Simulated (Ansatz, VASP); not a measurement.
**BaPb4: VASP beside Ansatz**

```
Ba Pb
1.0
     5.56014    0.00000    0.00000
    -2.78007    4.81522    0.00000
     0.00000    0.00000    7.26765
Ba Pb
1 4
Direct
  0.00000 0.00000 0.00000
  0.33333 0.66667 0.28525
  0.66667 0.33333 0.28525
  0.66667 0.33333 0.71475
  0.33333 0.66667 0.71475
```

Alike in both runs: task relaxation of cell and atoms; functional PBE; k mesh 6 × 6 × 4; occupations gaussian, width 0.1 eV; no spin polarisation.

|  | VASP | Ansatz |
| --- | --- | --- |
| version | VASP 6.6.1 | Ansatz 0.2.0 |
| potentials or method | VASP PAW PBE potentials, release 64 (Ba_sv, Pb_d), cutoff 600 eV | scalar-relativistic, plane waves, PAW |
| valence electrons in the cell | 66 | 66 |

|  | VASP | Ansatz | Ansatz less VASP |
| --- | --- | --- | --- |
| gap on the k mesh at the Fermi level, each at its own relaxed structure (eV) | none | none | - |
| relaxed volume (Å³/atom) | 38.70 | 38.51 | -0.196 |
| relaxed length of the cell vector where the two differ most in proportion (Å) | 5.594 | 5.580 | -0.0143 |

A gap of «none» marks a metal or a gap that the smearing closes.

Neither program's run includes spin-orbit coupling.
